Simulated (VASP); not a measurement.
Write the native input for VASP 6.6.1 that does the following.

```yaml
Task: single point
Functional: r2SCAN
Potentials_or_basis: VASP PAW PBE potentials, release 64 (O)
Cutoff: 520 eV
k_mesh: 21 × 21 × 21
Occupations: gaussian, width 0.1 eV
Spin: no spin polarisation
Dipole_correction: no
Further_INCAR_settings: ALGO = Normal; EDIFF = 1e-06; NBANDS = 13
```

Crystal: O.

```xyz
2
Lattice="1.2323 0.7115 3.9617 -1.2323 0.7115 3.9617 0.0000 -1.4230 3.9617" Properties=species:S:1:pos:R:3 pbc="T T T"
O     0.0000    0.0000    0.6009
O     0.0000    0.0000   11.2842
```

One way to write it, as run:

POSCAR

```
O
1.0
    1.2323133570      0.7114764484      3.9616987310
   -1.2323133570      0.7114764484      3.9616987310
    0.0000000000     -1.4229528968      3.9616987310
O
2
Direct
    0.0505586030      0.0505586030      0.0505586030
    0.9494413970      0.9494413970      0.9494413970
```

INCAR.step1

```
SYSTEM = O
  PREC = Accurate
  ENCUT = 520
  ISMEAR = 0
  SIGMA = 0.1
  LREAL = .False.
  LASPH = .True.
  NELM = 100
  NBANDS = 13
  GGA = PE
  ALGO = Normal
  EDIFF = 1E-4
  LWAVE = .True.
  LCHARG = .False.
```

INCAR.step2

```
SYSTEM = O
  PREC = Accurate
  ENCUT = 520
  EDIFF = 1E-6
  ISMEAR = 0
  SIGMA = 0.1
  LREAL = .False.
  LASPH = .True.
  NELM = 100
  ALGO = Normal
  ISIF = 2
  LWAVE = .False.
  LCHARG = .False.
  METAGGA = R2SCAN
  LMIXTAU = .True.
  NBANDS = 13
  ISTART = 1
```

KPOINTS

```
regular mesh
0
Gamma
  21 21 21
  0 0 0
```

Potentials or basis: VASP PAW PBE potentials, release 64 (O).

Run with:

```console
$ cat potpaw_PBE.64/O/POTCAR > POTCAR
$ cp INCAR.step1 INCAR
$ mpirun -np 1 vasp_std > vasp.out
$ cp INCAR.step2 INCAR
$ mpirun -np 1 vasp_std > vasp.out
```

It gave:

The pressure is 4.3 GPa and the largest force is 1.548 eV/Å. The band gap on the k mesh is zero (band 6 reaches 2.43 eV, above the bottom of band 7 at -0.16 eV).

Caveat: the standard files for N, O and F lose accuracy on very short bonds; spin is off for a triplet molecule; the PAW data sets were made with another functional, which shifts forces and pressure a little.

It took 10 min on 1 thread of Intel(R) Xeon(R) Platinum 8488C (Sapphire Rapids), with other jobs on the host, peak memory 0.32 GiB.
